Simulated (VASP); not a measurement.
# HgTe (Coloradoite) (F-43m) in VASP: further runs

Aim: see how the results for HgTe (Coloradoite) move with the level of theory and the settings. Levels: BLYP, r2SCAN+D3(BJ), RPBE+D3(BJ), PBE. Tasks: single point.

Program: VASP 6.6.1. These are calculated values, not measurements. Logs are shortened: lines on timing, memory, paths and dates and some standing lists are left out, and cuts for length are marked.

### 1 The cell of the first run

The structure is cubic, space group F-43m (No. 216). The conventional cell has a = 6.836 Å, b = 6.836 Å, c = 6.836 Å, α = 90.00°, β = 90.00°, γ = 90.00°. Hg (site symmetry -43m) has 4 Te at 2.96 Å within 3.9 Å. Within 3.9 Å of Te (site symmetry -43m) lie 4 Hg at 2.96 Å.

### 2 Single point, BLYP

INCAR

```
AGGAC = 1.0 ; AGGAX = 1.0
ALDAC = 0.0 ; ALDAX = 1.0
ALGO = Normal ; EDIFF = 1E-6
ENCUT = 520 ; GGA = B5
ISIF = 2 ; ISMEAR = -1
LASPH = T ; LCHARG = F
LREAL = F ; LWAVE = F
NBANDS = 16 ; NELM = 100
PREC = Accurate ; SIGMA = 0.05
```

KPOINTS

```
k-points
0
Gamma
  7 7 7
```

POSCAR

```
HgTe
1.0
    0.0000000000      3.4178677783      3.4178677783
    3.4178677783      0.0000000000      3.4178677783
    3.4178677783      3.4178677783      0.0000000000
Hg Te
1 1
Direct
    0.0000000000      0.0000000000      0.0000000000
    0.7500000000      0.7500000000      0.7500000000
```

Potentials or basis: VASP PAW PBE potentials, release 64 (Hg, Te).

The run is started by

```console
$ cat potpaw_PBE.64/Hg/POTCAR potpaw_PBE.64/Te/POTCAR > POTCAR
$ mpirun -np 1 vasp_std > vasp.out
```

OUTCAR:

```text
EDIFF = 1E-6
   ENCUT = 520
   GGA = B5
   ISIF = 2
   ISMEAR = -1
   LASPH = T
   LREAL = F
   NELM = 100
   PREC = Accurate

 ion  position               nearest neighbor table
   1  0.000  0.000  0.000-   2 2.96   2 2.96   2 2.96   2 2.96
   2  0.750  0.750  0.750-   1 2.96   1 2.96   1 2.96   1 2.96

  LATTYP: Found a face centered cubic cell.
 ALAT       =     6.8357355566

  Lattice vectors:

 A1 = (   0.0000000000,   3.4178677783,   3.4178677783)
 A2 = (   3.4178677783,   0.0000000000,   3.4178677783)
 A3 = (   3.4178677783,   3.4178677783,   0.0000000000)

Analysis of symmetry for initial positions (statically):
=====================================================================
 Subroutine PRICEL returns:
 Original cell was already a primitive cell.

 Routine SETGRP: Setting up the symmetry group for a
 face centered cubic supercell.

 Subroutine GETGRP returns: Found 24 space group operations
 (whereof 24 operations were pure point group operations)
 out of a pool of 48 trial point group operations.

The static configuration has the point symmetry T_d .

Analysis of symmetry for dynamics (positions and initial velocities):
=====================================================================
 Subroutine PRICEL returns:
 Original cell was already a primitive cell.

 Routine SETGRP: Setting up the symmetry group for a
 face centered cubic supercell.

 Subroutine GETGRP returns: Found 24 space group operations
 (whereof 24 operations were pure point group operations)
 out of a pool of 48 trial point group operations.

The dynamic configuration has the point symmetry T_d .

 Subroutine INISYM returns: Found 24 space group operations
 (whereof 24 operations are pure point group operations),
 and found     1 'primitive' translations

----------------------------------------------------------------------------------------

                                     Primitive cell

  volume of cell :      79.8538

  direct lattice vectors                    reciprocal lattice vectors
     0.000000000  3.417867778  3.417867778    -0.146290036  0.146290036  0.146290036
     3.417867778  0.000000000  3.417867778     0.146290036 -0.146290036  0.146290036
     3.417867778  3.417867778  0.000000000     0.146290036  0.146290036 -0.146290036

  length of vectors
     4.833594966  4.833594966  4.833594966     0.253381775  0.253381775  0.253381775

  position of ions in fractional coordinates (direct lattice)
     0.000000000  0.000000000  0.000000000
     0.750000000  0.750000000  0.750000000

  ion indices of the primitive-cell ions
   primitive index   ion index
                 1           1
                 2           2

----------------------------------------------------------------------------------------

 KPOINTS: k-points

Automatic generation of k-mesh.
 Grid dimensions read from file:
 generate k-points for:    7    7    7

 Generating k-lattice:

  Cartesian coordinates                     Fractional coordinates (reciprocal lattice)
    -0.020898577  0.020898577  0.020898577     0.142857143  0.000000000  0.000000000
     0.020898577 -0.020898577  0.020898577     0.000000000  0.142857143  0.000000000
     0.020898577  0.020898577 -0.020898577     0.000000000  0.000000000  0.142857143

  Length of vectors
     0.036197396  0.036197396  0.036197396

  Shift w.r.t. Gamma in fractional coordinates (k-lattice)
     0.000000000  0.000000000  0.000000000

 Subroutine IBZKPT returns following result:
 ===========================================

 Found     20 irreducible k-points:

 Following reciprocal coordinates:
            Coordinates               Weight
  0.000000  0.000000  0.000000      1.000000
  0.142857  0.000000  0.000000      8.000000
  0.285714  0.000000  0.000000      8.000000
  0.428571  0.000000  0.000000      8.000000
  0.142857  0.142857  0.000000      6.000000
  0.285714  0.142857  0.000000     24.000000
[... 12 lines left out ...]
 -0.428571  0.428571  0.142857     24.000000
 -0.285714  0.428571  0.142857     24.000000
   k-points           NKPTS =     20   k-points in BZ     NKDIM =     20   number of bands    NBANDS=     16
   number of dos      NEDOS =    301   number of ions     NIONS =      2
   total plane-waves  NPLWV =  46656
   dimension x,y,z NGX =    36 NGY =   36 NGZ =   36
   dimension x,y,z NGXF=    72 NGYF=   72 NGZF=   72
   ions per type =               1   1
   NGX,Y,Z   is equivalent  to a cutoff of  12.38, 12.38, 12.38 a.u.
   NGXF,Y,Z  is equivalent  to a cutoff of  24.76, 24.76, 24.76 a.u.
 SYSTEM =  unknown system
   PREC   = accura    normal or accurate (medium, high low for compatibility)
   ISTART =      0    job   : 0-new  1-cont  2-samecut
   ICHARG =      2    charge: 1-file 2-atom 10-const
   ISPIN  =      1    spin polarized calculation?
   LNONCOLLINEAR =      F non collinear calculations
   LSORBIT =      F    spin-orbit coupling
   LASPH  =      T    aspherical Exc in radial PAW
   ENCUT  =  520.0 eV  38.22 Ry    6.18 a.u.   8.99  8.99  8.99*2*pi/ulx,y,z
   NELM   =    100;   NELMIN=  2; NELMDL= -5     # of ELM steps
   EDIFF  = 0.1E-05   stopping-criterion for ELM
   LREAL  =      F    real-space projection
   EDIFFG = 0.1E-04   stopping-criterion for IOM
   NSW    =      0    number of steps for IOM
   IBRION =     -1    ionic relax: 0-MD 1-quasi-New 2-CG
   NFREE  =      0    steps in history (QN), initial steepest desc. (CG)
   ISIF   =      2    stress and relaxation
   ISYM   =      2    0-nonsym 1-usesym 2-fastsym
   POTIM  = 0.5000    time-step for ionic-motion
   TEBEG  =    0.0;   TEEND  =   0.0 temperature during run
   PSTRESS=    0.0 pullay stress
   NELECT =      18.0000    total number of electrons
   NUPDOWN=      -1.0000    fix difference up-down
   EMIN   =  10.00;   EMAX   =-10.00  energy-range for DOS
   EFERMI =   0.00;   METHOD = LEGACY
   ISMEAR =    -1;   SIGMA  =   0.05  broadening in eV -4-tet -1-fermi 0-gaus
   EFERMI_NEDOS =   21; number of points for ismear=-14 and -15
   IALGO  =     38    algorithm
   IMIX   =      4    mixing-type and parameters
     AMIX     =   0.40;   BMIX     =  1.00
     AMIX_MAG =   1.60;   BMIX_MAG =  1.00
  volume/ion in A,a.u.               =      39.93       269.44
  Fermi-wavevector in a.u.,A,eV,Ry     =   0.996324  1.882779 13.505968  0.992661
  Thomas-Fermi vector in A             =   2.128404
   LORBIT       =      0    0 simple, 1 ext, 2 COOP (PROOUT), +10 PAW based schemes
   GGA     = B5    functional components
   LHFCALC =     F    Hartree Fock is set to
   AEXX    =    0.0000 exact exchange contribution
   IVDW    =     0    specifies the selected vdW correction
   LEPSILON=     F    determine dielectric tensor
   LRPA    =     F    only Hartree local field effects (RPA)
 non-spin polarized calculation
  energy-cutoff  :      520.00
  volume of cell :       79.85
 maximum number of plane-waves:      2170
   NGX = 17   NGY = 17   NGZ = 17

 number of electron      18.0000003 magnetization

 Free energy of the ion-electron system (eV)
  ---------------------------------------------------
  ext. energy  EPLUGINS =         0.00000000
  ---------------------------------------------------
  free energy    TOTEN  =        -2.70887848 eV

  energy without entropy =       -2.70794258  energy(sigma->0) =       -2.70841053

 E-fermi :   1.9512     XC(G=0):  -7.5431

 val. band max:        1.8931364490   @ k =   0.0000   0.0000   0.0000
 cond. band min:       2.4040982395   @ k =   0.1429   0.0000   0.0000
 fundamental gap:      0.5109617905
 Fermi energy:         1.9512490312

 k-point     1 :       0.0000    0.0000    0.0000
  band No.  band energies     occupation
      1      -9.0742      2.00000
      2      -4.6526      2.00000
      3      -4.6526      2.00000
      4      -4.6526      2.00000
      5      -4.3045      2.00000
      6      -4.3045      2.00000
[... 8 lines left out ...]
     15      11.2861      0.00000
     16      11.2861      0.00000

 k-point     2 :       0.1429    0.0000    0.0000
  band No.  band energies     occupation
      1      -9.0067      2.00000
      2      -4.6344      2.00000
      3      -4.6344      2.00000
      4      -4.6124      2.00000
      5      -4.3057      2.00000
      6      -4.3057      2.00000
[... 8 lines left out ...]
     15      10.5961      0.00000
     16      10.5961      0.00000

 k-point     3 :       0.2857    0.0000    0.0000
  band No.  band energies     occupation
      1      -8.8484      2.00000
      2      -4.5972      2.00000
      3      -4.5972      2.00000
      4      -4.4560      2.00000
      5      -4.3029      2.00000
      6      -4.3029      2.00000
[... 8 lines left out ...]
     15      10.5345      0.00000
     16      10.5345      0.00000

 k-point     4 :       0.4286    0.0000    0.0000
  band No.  band energies     occupation
      1      -8.7143      2.00000
      2      -4.5728      2.00000
      3      -4.5728      2.00000
      4      -4.2934      2.00000
      5      -4.2934      2.00000
      6      -4.1767      2.00000
[... 8 lines left out ...]
     15      11.4193      0.00000
     16      11.4193      0.00000

 k-point     5 :       0.1429    0.1429    0.0000
  band No.  band energies     occupation
      1      -8.9841      2.00000
      2      -4.6240      2.00000
      3      -4.6161      2.00000
      4      -4.6161      2.00000
      5      -4.3154      2.00000
      6      -4.2969      2.00000
[... 8 lines left out ...]
     15       9.9300      0.00000
     16      11.4031      0.00000

 k-point     6 :       0.2857    0.1429    0.0000
  band No.  band energies     occupation
      1      -8.8553      2.00000
      2      -4.5955      2.00000
      3      -4.5756      2.00000
      4      -4.5113      2.00000
      5      -4.3148      2.00000
      6      -4.2904      2.00000
[... 8 lines left out ...]
     15      10.9031      0.00000
     16      11.2768      0.00000

 k-point     7 :       0.4286    0.1429    0.0000
  band No.  band energies     occupation
      1      -8.7112      2.00000
      2      -4.5664      2.00000
      3      -4.5473      2.00000
      4      -4.3458      2.00000
      5      -4.2863      2.00000
      6      -4.2174      2.00000
[... 8 lines left out ...]
     15      11.0725      0.00000
     16      11.8270      0.00000

 k-point     8 :      -0.4286    0.1429    0.0000
  band No.  band energies     occupation
      1      -8.6653      2.00000
      2      -4.5550      2.00000
      3      -4.5472      2.00000
      4      -4.3071      2.00000
      5      -4.2956      2.00000
      6      -4.0857      2.00000
[... 8 lines left out ...]
     15      11.2443      0.00000
     16      11.2971      0.00000

 k-point     9 :      -0.2857    0.1429    0.0000
  band No.  band energies     occupation
      1      -8.7561      2.00000
      2      -4.5739      2.00000
      3      -4.5637      2.00000
      4      -4.3602      2.00000
      5      -4.3122      2.00000
      6      -4.2689      2.00000
[... 8 lines left out ...]
     15      10.6197      0.00000
     16      11.7535      0.00000
[... 96 lines left out ...]
 k-point    15 :       0.4286    0.4286    0.0000
  band No.  band energies     occupation
      1      -8.5906      2.00000
      2      -4.4787      2.00000
      3      -4.4461      2.00000
      4      -4.4461      2.00000
      5      -4.2662      2.00000
      6      -4.0956      2.00000
[... 8 lines left out ...]
     15      12.0859      0.00000
     16      13.2596      0.00000

 k-point    16 :      -0.4286    0.4286    0.0000
  band No.  band energies     occupation
      1      -8.5649      2.00000
      2      -4.4900      2.00000
      3      -4.4455      2.00000
      4      -4.4095      2.00000
      5      -4.2725      2.00000
      6      -3.9900      2.00000
[... 8 lines left out ...]
     15      11.9799      0.00000
     16      12.7991      0.00000

 k-point    17 :       0.4286    0.2857    0.1429
  band No.  band energies     occupation
      1      -8.7325      2.00000
      2      -4.5569      2.00000
      3      -4.5362      2.00000
      4      -4.4105      2.00000
      5      -4.2935      2.00000
      6      -4.2614      2.00000
[... 8 lines left out ...]
     15      11.7995      0.00000
     16      11.9889      0.00000

 k-point    18 :      -0.4286    0.2857    0.1429
  band No.  band energies     occupation
      1      -8.6306      2.00000
      2      -4.5300      2.00000
      3      -4.5152      2.00000
      4      -4.3401      2.00000
      5      -4.2949      2.00000
      6      -4.0771      2.00000
[... 8 lines left out ...]
     15      11.5236      0.00000
     16      12.3551      0.00000

 k-point    19 :      -0.4286    0.4286    0.1429
  band No.  band energies     occupation
      1      -8.5856      2.00000
      2      -4.4942      2.00000
      3      -4.4767      2.00000
      4      -4.3878      2.00000
      5      -4.2819      2.00000
      6      -4.0279      2.00000
[... 8 lines left out ...]
     15      12.1559      0.00000
     16      12.5675      0.00000

 k-point    20 :      -0.2857    0.4286    0.1429
  band No.  band energies     occupation
      1      -8.5742      2.00000
      2      -4.5018      2.00000
      3      -4.4822      2.00000
      4      -4.3436      2.00000
      5      -4.3045      2.00000
      6      -3.9569      2.00000
[... 8 lines left out ...]
     15      11.7164      0.00000
     16      13.0088      0.00000

------------------------ aborting loop because EDIFF is reached ----------------------------------------

  FORCE on cell =-STRESS in cart. coord.  units (eV):
  Direction    XX          YY          ZZ          XY          YZ          ZX
  --------------------------------------------------------------------------------------
  -------------------------------------------------------------------------------------
  Total        0.0714978      0.0714978      0.0714978      0.0000000     -0.0000000      0.0000000
  in kB        1.4345234      1.4345234      1.4345234      0.0000000     -0.0000000      0.0000000
  external PRESSURE =       1.4345234 kB  Pullay stress =       0.0000000 kB

 VOLUME and BASIS-vectors are now :
 -----------------------------------------------------------------------------
  energy-cutoff  :      520.00
  volume of cell :       79.85
      direct lattice vectors                 reciprocal lattice vectors
     0.000000000  3.417867778  3.417867778    -0.146290036  0.146290036  0.146290036
     3.417867778  0.000000000  3.417867778     0.146290036 -0.146290036  0.146290036
     3.417867778  3.417867778  0.000000000     0.146290036  0.146290036 -0.146290036

 POSITION                                       TOTAL-FORCE (eV/Angst)
 -----------------------------------------------------------------------------------
      0.00000      0.00000      0.00000        -0.000000     -0.000000     -0.000000
      5.12680      5.12680      5.12680         0.000000      0.000000      0.000000
 -----------------------------------------------------------------------------------
    total drift:                               -0.000000     -0.000000     -0.000000

  FREE ENERGIE OF THE ION-ELECTRON SYSTEM (eV)
  ---------------------------------------------------
  free  energy   TOTEN  =        -2.7088784836 eV

  energy  without entropy=       -2.7079425778  energy(sigma->0) =       -2.70841053
```

Wall time 62 s (1 thread of AMD EPYC 7R13, shared host); peak memory 0.19 GiB.

What came out:

```
Free energy            : -2.7089 eV
Pressure               : 0.1 GPa
Band gap on the k mesh : zero (filled and empty bands touch)
```

Levels at points of the mesh, in eV from the Fermi level:
```csv
k point,band 7,band 8,band 9,band 10,band 11,band 12
"(0.00, 0.00, 0.00)",-1.23,-0.06,-0.06,-0.06,4.43,4.43
```

Caveat: the PAW data sets were made with another functional, which shifts forces and pressure a little; spin-orbit coupling is left out, which moves the levels of the heavy elements.

(Continued in part 2 of 2.)
